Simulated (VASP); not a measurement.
Al2GaSb3:

```
Al Ga Sb
1.0
     7.09918    0.00000    0.00000
    -3.54959    6.14807    0.00000
     0.00000    0.00000    3.89902
Al Ga Sb
2 1 3
Direct
  0.66667 0.33333 0.00000
  0.33333 0.66667 0.00000
  0.00000 0.00000 0.00000
  0.50000 0.00000 0.50000
  0.00000 0.50000 0.50000
  0.50000 0.50000 0.50000
```

The cell was built from a structure type or drawn by symmetry, and may not be a known phase.

* Program: VASP 6.6.1
* Task: relaxation of cell and atoms
* Functional: PBE
* Potentials or basis: VASP PAW PBE potentials, release 64 (Al, Ga_d, Sb)
* Cutoff: 600 eV
* k mesh: 6 × 6 × 10
* Occupations: gaussian, width 0.1 eV
* Spin: no spin polarisation

At the start: pressure 0.5 GPa; volume 28.36 Å³/atom.

How do energy, volume and symmetry change on relaxing?

Over 10 steps the energy falls by 9.2 meV/atom and the volume is 28.34 Å³/atom (-0.1 %); space group P6/mmm (No. 191, to 0.1 Å) before and after.

The path:
| step | energy change (eV) | largest force (eV/Å) | pressure (GPa) | volume (Å³) |
| --- | --- | --- | --- | --- |
| 1 | 0.0000 | 0.0000 | 0.48 | 170.18 |
| 2 | -0.0332 | 0.0000 | -0.20 | 172.24 |
| 3 | -0.0398 | 0.0000 | -0.59 | 173.53 |
| 4 | -0.0400 | 0.0000 | -0.68 | 173.77 |
| 5 | -0.0514 | 0.0000 | -0.12 | 170.99 |
| 6 | -0.0529 | 0.0000 | 0.23 | 169.38 |
| 7 | -0.0551 | 0.0000 | 0.12 | 169.60 |
| 8 | -0.0554 | 0.0000 | 0.06 | 169.69 |
| 9 | -0.0554 | 0.0000 | 0.06 | 169.69 |
| 10 | -0.0554 | 0.0000 | -0.01 | 170.04 |

Final structure:
```
CELL_PARAMETERS angstrom
6.92735 0.00000 0.00000
-3.46367 5.99926 0.00000
0.00000 0.00000 4.09151
ATOMIC_POSITIONS crystal
Al 0.66667 0.33333 0.00000
Al 0.33333 0.66667 0.00000
Ga 0.00000 0.00000 0.00000
Sb 0.50000 0.00000 0.50000
Sb 0.00000 0.50000 0.50000
Sb 0.50000 0.50000 0.50000
```
